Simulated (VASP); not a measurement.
Input of a VASP 6.6.1 run:

INCAR

```
ALGO = Normal ; EDIFF = 1E-7
ENCUT = 520 ; GGA = PE
ISIF = 2 ; ISMEAR = -1
LASPH = True ; LCHARG = True
LELF = True ; LREAL = False
LVHAR = True ; LWAVE = False
NBANDS = 14 ; NELM = 60
PREC = Accurate ; SIGMA = 0.1
```

KPOINTS

```
k-points
0
Gamma
  6 6 6
```

POSCAR

```
HfC
1.0
   -0.0460200000      2.3412800000      2.3591800000
    2.2447700000      0.0541400000      2.2590100000
    2.2973600000      2.2937000000      0.0015500000
Hf C
1 1
Direct
    0.5451300000      0.4898700000      0.4574200000
    0.9764300000      0.9958400000      0.9861200000
```

Potentials or basis: VASP PAW PBE potentials, release 64 (Hf_pv, C).

Run with:

```console
$ cat potpaw_PBE.64/Hf_pv/POTCAR potpaw_PBE.64/C/POTCAR > POTCAR
$ mpirun -np 1 vasp_std > vasp.out
```

(1) Predict the largest force.

(2) What does it give for the pressure?

(3) What does it give for the band gap on the k mesh?

Answers

(1) 1.585 eV/Å.

(2) 12.9 GPa.

(3) zero (band 7 reaches 6.69 eV, above the bottom of band 8 at 6.41 eV).

Caveat: the k points lie up to 0.41 Å⁻¹ apart; spin-orbit coupling is left out, which moves the levels of the heavy elements; forces of over 1 eV/Å act on the atoms, so gaps and moduli don't describe the material at rest.
